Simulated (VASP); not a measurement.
The system is Cd3Se2.

```
Cd Se
1.0
     4.47909    0.00000    0.00000
    -2.23954    3.87900    0.00000
     0.00000    0.00000    6.96873
Cd Se
3 2
Direct
  0.00000 0.00000 0.00000
  0.33333 0.66667 0.64500
  0.66667 0.33333 0.35500
  0.33333 0.66667 0.24500
  0.66667 0.33333 0.75500
```

| Item | Value |
| --- | --- |
| Program | VASP 6.6.1 |
| Task | relaxation of cell and atoms |
| Functional | PBE |
| Potentials or basis | VASP PAW PBE potentials, release 64 (Cd, Se) |
| Cutoff | 600 eV |
| k mesh | 6 × 6 × 4 |
| Occupations | gaussian, width 0.1 eV |
| Spin | no spin polarisation |

At the start: pressure 6.5 GPa; volume 24.22 Å³/atom.

**Question.** How do energy, volume and symmetry change on relaxing?

**Answer.** Over 22 steps the energy falls by 114.6 meV/atom and the volume is 33.60 Å³/atom (+38.8 %); space group P-3m1 (No. 164, to 0.1 Å) before and after.

The path:
| step | energy change (eV) | largest force (eV/Å) | pressure (GPa) | volume (Å³) |
| --- | --- | --- | --- | --- |
| 1 | 0.0000 | 0.2521 | 6.54 | 121.08 |
| 2 | -0.2666 | 0.3918 | -0.90 | 139.23 |
| 3 | -0.2761 | 0.3046 | 0.06 | 135.94 |
| 4 | -0.2761 | 0.3133 | -0.03 | 136.25 |
| 5 | -0.2915 | 0.3168 | -0.03 | 136.76 |
| 6 | -0.3373 | 0.3130 | 0.01 | 138.23 |
| 7 | -0.4089 | 0.2500 | 0.33 | 141.00 |
| 8 | -0.4299 | 0.3470 | 1.67 | 145.80 |
| 9 | -0.4458 | 0.2757 | 1.06 | 143.97 |
| 10 | -0.4610 | 0.2663 | 0.63 | 146.31 |
| 11 | -0.4792 | 0.2518 | -0.35 | 152.56 |
| 12 | -0.4883 | 0.2462 | -0.30 | 152.74 |
| 13 | -0.5110 | 0.2183 | -0.09 | 153.26 |
| 14 | -0.5331 | 0.0987 | 0.48 | 154.32 |
| 15 | -0.5415 | 0.0747 | 0.06 | 157.62 |
| 16 | -0.5427 | 0.0692 | -0.19 | 159.85 |
| 17 | -0.5526 | 0.0705 | -0.17 | 161.38 |
| 18 | -0.5686 | 0.0886 | 0.01 | 165.73 |
| 19 | -0.5698 | 0.0966 | 0.12 | 167.31 |
| 20 | -0.5703 | 0.0414 | -0.33 | 169.53 |
| 21 | -0.5711 | 0.0406 | -0.14 | 168.55 |
| 22 | -0.5730 | 0.0307 | -0.09 | 168.00 |

Final structure:
```yaml
crystal:
  lattice:
    - [4.48076, 0.00000, 0.00000]
    - [-2.24038, 3.88046, 0.00000]
    - [0.00000, 0.00000, 9.66188]
  atoms:
    - { symbol: Cd, position: [0.00000, 0.00000, 0.00000] }
    - { symbol: Cd, position: [0.33333, 0.66667, 0.61532] }
    - { symbol: Cd, position: [0.66667, 0.33333, 0.38468] }
    - { symbol: Se, position: [0.33333, 0.66667, 0.31450] }
    - { symbol: Se, position: [0.66667, 0.33333, 0.68550] }
```

Caveat: the volume moved by over 15 % at a fixed basis, so the end points are rough.
